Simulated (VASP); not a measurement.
# FeNi (P4/mmm) in VASP: single point with PBEsol

Aim: the single point of FeNi with PBEsol.

All numbers are computed with VASP 6.6.1; they aren't measurements. Logs are shortened: lines on timing, memory, paths and dates and some standing lists are left out, and cuts for length are marked.

## (1) The cell of the first run

The structure is tetragonal, space group P4/mmm (No. 123). Conventional cell: a = 2.468 Å, b = 2.468 Å, c = 3.533 Å, α = 90.00°, β = 90.00°, γ = 90.00°. Fe (site symmetry 4/mmm) has 4 Fe at 2.47 Å and 8 Ni at 2.48 Å within 3.3 Å. Within 3.3 Å of Ni (site symmetry 4/mmm) lie 4 Ni at 2.47 Å and 8 Fe at 2.48 Å.

## (2) Single point, PBEsol, collinear spin, ferromagnetic start

File INCAR:

```
ALGO = Normal
EDIFF = 1E-6
ENCUT = 520
GGA = PS
ISIF = 2
ISMEAR = 0
ISPIN = 2
LASPH = T
LCHARG = F
LMAXMIX = 4
LORBIT = 11
LREAL = F
LWAVE = F
MAGMOM = 2.79 0.75
NBANDS = 20
NELM = 150
PREC = Accurate
SIGMA = 0.1
```

File KPOINTS:

```
k-points
0
Gamma
  16 16 12
```

File POSCAR:

```
FeNi
1.0
    2.4681438054      0.0000000000      0.0000000000
    0.0000000000      2.4681438054      0.0000000000
    0.0000000000      0.0000000000      3.5329343440
Fe Ni
1 1
Direct
    0.0000000000      0.0000000000      0.0000000000
    0.5000000000      0.5000000000      0.5000000000
```

Potentials or basis: VASP PAW PBE potentials, release 64 (Fe, Ni).

The run is started by

```
> cat potpaw_PBE.64/Fe/POTCAR potpaw_PBE.64/Ni/POTCAR > POTCAR
> mpirun -np 1 vasp_std > vasp.out
```

OUTCAR:

```text
EDIFF = 1E-6
   ENCUT = 520
   GGA = PS
   ISIF = 2
   ISMEAR = 0
   ISPIN = 2
   LASPH = T
   LORBIT = 11
   LREAL = F
   NELM = 150
   PREC = Accurate

 ion  position               nearest neighbor table
   1  0.000  0.000  0.000-   2 2.48   2 2.48   2 2.48   2 2.48   2 2.48   2 2.48   2 2.48   2 2.48

   2  0.500  0.500  0.500-   1 2.48   1 2.48   1 2.48   1 2.48   1 2.48   1 2.48   1 2.48   1 2.48

  LATTYP: Found a simple tetragonal cell.
 ALAT       =     2.4681438054
 C/A-ratio  =     1.4314134923

  Lattice vectors:

 A1 = (   2.4681438054,   0.0000000000,   0.0000000000)
 A2 = (   0.0000000000,   2.4681438054,   0.0000000000)
 A3 = (   0.0000000000,   0.0000000000,   3.5329343440)

Analysis of symmetry for initial positions (statically):
=====================================================================
 Subroutine PRICEL returns:
 Original cell was already a primitive cell.

 Routine SETGRP: Setting up the symmetry group for a
 simple tetragonal supercell.

 Subroutine GETGRP returns: Found 16 space group operations
 (whereof 16 operations were pure point group operations)
 out of a pool of 16 trial point group operations.

The static configuration has the point symmetry D_4h.

Analysis of symmetry for dynamics (positions and initial velocities):
=====================================================================
 Subroutine PRICEL returns:
 Original cell was already a primitive cell.

 Routine SETGRP: Setting up the symmetry group for a
 simple tetragonal supercell.

 Subroutine GETGRP returns: Found 16 space group operations
 (whereof 16 operations were pure point group operations)
 out of a pool of 16 trial point group operations.

The dynamic configuration has the point symmetry D_4h.

Analysis of structural, dynamic, and magnetic symmetry:
=====================================================================
 Subroutine PRICEL returns:
 Original cell was already a primitive cell.

 Routine SETGRP: Setting up the symmetry group for a
 simple tetragonal supercell.

 Subroutine GETGRP returns: Found 16 space group operations
 (whereof 16 operations were pure point group operations)
 out of a pool of 16 trial point group operations.

The overall configuration has the point symmetry D_4h.

 Subroutine INISYM returns: Found 16 space group operations
 (whereof 16 operations are pure point group operations),
 and found     1 'primitive' translations

----------------------------------------------------------------------------------------

                                     Primitive cell

  volume of cell :      21.5217

  direct lattice vectors                    reciprocal lattice vectors
     2.468143805  0.000000000  0.000000000     0.405162778  0.000000000  0.000000000
     0.000000000  2.468143805  0.000000000     0.000000000  0.405162778  0.000000000
     0.000000000  0.000000000  3.532934344     0.000000000  0.000000000  0.283050830

  length of vectors
     2.468143805  2.468143805  3.532934344     0.405162778  0.405162778  0.283050830

  position of ions in fractional coordinates (direct lattice)
     0.000000000  0.000000000  0.000000000
     0.500000000  0.500000000  0.500000000

  ion indices of the primitive-cell ions
   primitive index   ion index
                 1           1
                 2           2

----------------------------------------------------------------------------------------

 KPOINTS: k-points

Automatic generation of k-mesh.
 Grid dimensions read from file:
 generate k-points for:   16   16   12

 Generating k-lattice:

  Cartesian coordinates                     Fractional coordinates (reciprocal lattice)
     0.025322674  0.000000000  0.000000000     0.062500000  0.000000000  0.000000000
     0.000000000  0.025322674  0.000000000     0.000000000  0.062500000  0.000000000
     0.000000000  0.000000000  0.023587569     0.000000000  0.000000000  0.083333333

  Length of vectors
     0.025322674  0.025322674  0.023587569

  Shift w.r.t. Gamma in fractional coordinates (k-lattice)
     0.000000000  0.000000000  0.000000000

 Subroutine IBZKPT returns following result:
 ===========================================

 Found    315 irreducible k-points:

 Following reciprocal coordinates:
            Coordinates               Weight
  0.000000  0.000000  0.000000      1.000000
  0.062500  0.000000  0.000000      4.000000
  0.125000  0.000000  0.000000      4.000000
  0.187500  0.000000  0.000000      4.000000
  0.250000  0.000000  0.000000      4.000000
  0.312500  0.000000  0.000000      4.000000
[... 16 lines left out ...]
  0.437500  0.125000  0.000000      8.000000
  0.500000  0.125000  0.000000      4.000000
 [... further k-points ...]
   k-points           NKPTS =    315   k-points in BZ     NKDIM =    315   number of bands    NBANDS=     20
   number of dos      NEDOS =    301   number of ions     NIONS =      2
   total plane-waves  NPLWV =   9072
   dimension x,y,z NGX =    18 NGY =   18 NGZ =   28
   dimension x,y,z NGXF=    36 NGYF=   36 NGZF=   56
   ions per type =               1   1
   NGX,Y,Z   is equivalent  to a cutoff of  12.12, 12.12, 13.18 a.u.
   NGXF,Y,Z  is equivalent  to a cutoff of  24.25, 24.25, 26.35 a.u.
 SYSTEM =  unknown system
   PREC   = accura    normal or accurate (medium, high low for compatibility)
   ISTART =      0    job   : 0-new  1-cont  2-samecut
   ICHARG =      2    charge: 1-file 2-atom 10-const
   ISPIN  =      2    spin polarized calculation?
   LNONCOLLINEAR =      F non collinear calculations
   LSORBIT =      F    spin-orbit coupling
   LASPH  =      T    aspherical Exc in radial PAW
   ENCUT  =  520.0 eV  38.22 Ry    6.18 a.u.   4.59  4.59  6.57*2*pi/ulx,y,z
   NELM   =    150;   NELMIN=  2; NELMDL= -5     # of ELM steps
   EDIFF  = 0.1E-05   stopping-criterion for ELM
   LREAL  =      F    real-space projection
   EDIFFG = 0.1E-04   stopping-criterion for IOM
   NSW    =      0    number of steps for IOM
   IBRION =     -1    ionic relax: 0-MD 1-quasi-New 2-CG
   NFREE  =      0    steps in history (QN), initial steepest desc. (CG)
   ISIF   =      2    stress and relaxation
   ISYM   =      2    0-nonsym 1-usesym 2-fastsym
   POTIM  = 0.5000    time-step for ionic-motion
   TEBEG  =    0.0;   TEEND  =   0.0 temperature during run
   PSTRESS=    0.0 pullay stress
   NELECT =      18.0000    total number of electrons
   NUPDOWN=      -1.0000    fix difference up-down
   EMIN   =  10.00;   EMAX   =-10.00  energy-range for DOS
   EFERMI =   0.00;   METHOD = LEGACY
   ISMEAR =     0;   SIGMA  =   0.10  broadening in eV -4-tet -1-fermi 0-gaus
   EFERMI_NEDOS =   21; number of points for ismear=-14 and -15
   IALGO  =     38    algorithm
   IMIX   =      4    mixing-type and parameters
     AMIX     =   0.40;   BMIX     =  1.00
     AMIX_MAG =   1.60;   BMIX_MAG =  1.00
  volume/ion in A,a.u.               =      10.76        72.62
  Fermi-wavevector in a.u.,A,eV,Ry     =   1.542435  2.914779 32.369693  2.379105
  Thomas-Fermi vector in A             =   2.648240
   LORBIT       =     11    0 simple, 1 ext, 2 COOP (PROOUT), +10 PAW based schemes
   GGA     = PS    functional components
   LHFCALC =     F    Hartree Fock is set to
   AEXX    =    0.0000 exact exchange contribution
   IVDW    =     0    specifies the selected vdW correction
   LEPSILON=     F    determine dielectric tensor
   LRPA    =     F    only Hartree local field effects (RPA)
 spin polarized calculation
 Gauss-broadening in eV      SIGMA  =   0.10
  energy-cutoff  :      520.00
  volume of cell :       21.52
 maximum number of plane-waves:       604
   NGX =  9   NGY =  9   NGZ = 13

 number of electron      18.0000007 magnetization       3.1562051

 Free energy of the ion-electron system (eV)
  ---------------------------------------------------
  ext. energy  EPLUGINS =         0.00000000
  ---------------------------------------------------
  free energy    TOTEN  =       -15.16427236 eV

  energy without entropy =      -15.15708718  energy(sigma->0) =      -15.16067977

 E-fermi :   7.9246     XC(G=0): -13.5388

 val. band max:        7.9207008697   @ k =   0.5000   0.3750   0.1667
 cond. band min:       7.9280428179   @ k =   0.4375   0.4375   0.0000
 fundamental gap:      0.0073419482
 Fermi energy:         7.9245904719

 spin component 1

 k-point     1 :       0.0000    0.0000    0.0000
  band No.  band energies     occupation
      1      -1.2195      1.00000
      2       2.6207      1.00000
      3       3.3304      1.00000
      4       5.2893      1.00000
      5       5.3412      1.00000
      6       5.3412      1.00000
[... 12 lines left out ...]
     19      35.3529      0.00000
     20      35.5897      0.00000

 k-point     2 :       0.0625    0.0000    0.0000
  band No.  band energies     occupation
      1      -1.1139      1.00000
      2       2.6795      1.00000
      3       3.3715      1.00000
      4       5.3053      1.00000
      5       5.3222      1.00000
      6       5.3651      1.00000
[... 12 lines left out ...]
     19      34.2789      0.00000
     20      34.7053      0.00000

 k-point     3 :       0.1250    0.0000    0.0000
  band No.  band energies     occupation
      1      -0.8015      1.00000
      2       2.8467      1.00000
      3       3.4907      1.00000
      4       5.2037      1.00000
      5       5.4071      1.00000
      6       5.4357      1.00000
[... 12 lines left out ...]
     19      34.1079      0.00000
     20      34.5552      0.00000

 k-point     4 :       0.1875    0.0000    0.0000
  band No.  band energies     occupation
      1      -0.2964      1.00000
      2       3.0979      1.00000
      3       3.6732      1.00000
      4       5.0526      1.00000
      5       5.4974      1.00000
      6       5.5497      1.00000
[... 429 lines left out ...]
 k-point    23 :       0.4375    0.1250    0.0000
  band No.  band energies     occupation
      1       3.0017      1.00000
      2       3.9351      1.00000
      3       4.2116      1.00000
      4       4.4841      1.00000
      5       4.5086      1.00000
      6       5.0090      1.00000
[... 12 lines left out ...]
     19      34.7769      0.00000
     20      35.5905      0.00000

 k-point    24 :       0.5000    0.1250    0.0000
  band No.  band energies     occupation
      1       3.5525      1.00000
      2       3.6034      1.00000
      3       4.1716      1.00000
      4       4.4349      1.00000
      5       4.7262      1.00000
      6       4.7839      1.00000
[... 12 lines left out ...]
     19      35.8286      0.00000
     20      36.0601      0.00000

 [... further k-points ...]

 spin component 2

 k-point     1 :       0.0000    0.0000    0.0000
  band No.  band energies     occupation
      1      -1.0698      1.00000
      2       3.6929      1.00000
      3       4.4330      1.00000
      4       6.5146      1.00000
      5       6.5146      1.00000
      6       6.8665      1.00000
[... 12 lines left out ...]
     19      35.6268      0.00000
     20      35.8408      0.00000

 k-point     2 :       0.0625    0.0000    0.0000
  band No.  band energies     occupation
      1      -0.9638      1.00000
      2       3.7549      1.00000
      3       4.4706      1.00000
      4       6.4643      1.00000
      5       6.5349      1.00000
      6       6.9034      1.00000
[... 12 lines left out ...]
     19      34.5489      0.00000
     20      35.0236      0.00000

 k-point     3 :       0.1250    0.0000    0.0000
  band No.  band energies     occupation
      1      -0.6500      1.00000
      2       3.9323      1.00000
      3       4.5778      1.00000
      4       6.3221      1.00000
      5       6.5942      1.00000
      6       6.9992      1.00000
[... 12 lines left out ...]
     19      34.3623      0.00000
     20      35.0119      0.00000

 k-point     4 :       0.1875    0.0000    0.0000
  band No.  band energies     occupation
      1      -0.1403      1.00000
      2       4.2012      1.00000
      3       4.7356      1.00000
      4       6.1126      1.00000
      5       6.6867      1.00000
      6       7.1058      1.00000
[... 429 lines left out ...]
 k-point    23 :       0.4375    0.1250    0.0000
  band No.  band energies     occupation
      1       3.4118      1.00000
      2       4.7262      1.00000
      3       5.1896      1.00000
      4       5.5301      1.00000
      5       5.7895      1.00000
      6       6.4467      1.00000
[... 12 lines left out ...]
     19      35.0113      0.00000
     20      35.7681      0.00000

 k-point    24 :       0.5000    0.1250    0.0000
  band No.  band energies     occupation
      1       4.0389      1.00000
      2       4.3008      1.00000
      3       5.1461      1.00000
      4       5.6288      1.00000
      5       5.7496      1.00000
      6       6.3741      1.00000
[... 12 lines left out ...]
     19      35.8999      0.00000
     20      36.1766      0.00000

 [... further k-points ...]
[... 5 lines left out ...]
  --------------------------------------------------------------------------------------
  -------------------------------------------------------------------------------------
  Total        0.0165714      0.0165714      0.0213470      0.0000000      0.0000000      0.0000000
  in kB        1.2336519      1.2336519      1.5891725      0.0000000      0.0000000      0.0000000
  external PRESSURE =       1.3521588 kB  Pullay stress =       0.0000000 kB

 VOLUME and BASIS-vectors are now :
 -----------------------------------------------------------------------------
  energy-cutoff  :      520.00
  volume of cell :       21.52
      direct lattice vectors                 reciprocal lattice vectors
     2.468143805  0.000000000  0.000000000     0.405162778  0.000000000  0.000000000
     0.000000000  2.468143805  0.000000000     0.000000000  0.405162778  0.000000000
     0.000000000  0.000000000  3.532934344     0.000000000  0.000000000  0.283050830

 POSITION                                       TOTAL-FORCE (eV/Angst)
 -----------------------------------------------------------------------------------
      0.00000      0.00000      0.00000         0.000000      0.000000      0.000000
      1.23407      1.23407      1.76647         0.000000      0.000000      0.000000
 -----------------------------------------------------------------------------------
    total drift:                                0.000000     -0.000000     -0.000000

  FREE ENERGIE OF THE ION-ELECTRON SYSTEM (eV)
  ---------------------------------------------------
  free  energy   TOTEN  =       -15.1642723584 eV

  energy  without entropy=      -15.1570871772  energy(sigma->0) =      -15.16067977

 total charge

# of ion       s       p       d       tot
------------------------------------------
    1        0.495   0.545   6.230   7.269
    2        0.538   0.578   8.330   9.446
--------------------------------------------------
tot          1.033   1.123  14.560  16.715

 magnetization (x)

# of ion       s       p       d       tot
------------------------------------------
    1       -0.001  -0.020   2.552   2.531
    2       -0.027  -0.061   0.700   0.612
--------------------------------------------------
tot         -0.029  -0.081   3.252   3.143
```

Run time: 3.6 min. Hardware: 1 thread of AMD EPYC 7R43 (Zen 3), shared host; peak memory 0.27 GiB.

Results:

- Free energy: -15.1643 eV
- Pressure: 0.1 GPa
- Net moment: 3.16 μB per cell
- Site moments: Fe +2.53; Ni +0.61 μB
- Valence electrons inside the program's atomic spheres: Fe 7.27; Ni 9.45

Caveat: the PAW data sets were made with another functional, which shifts forces and pressure a little.
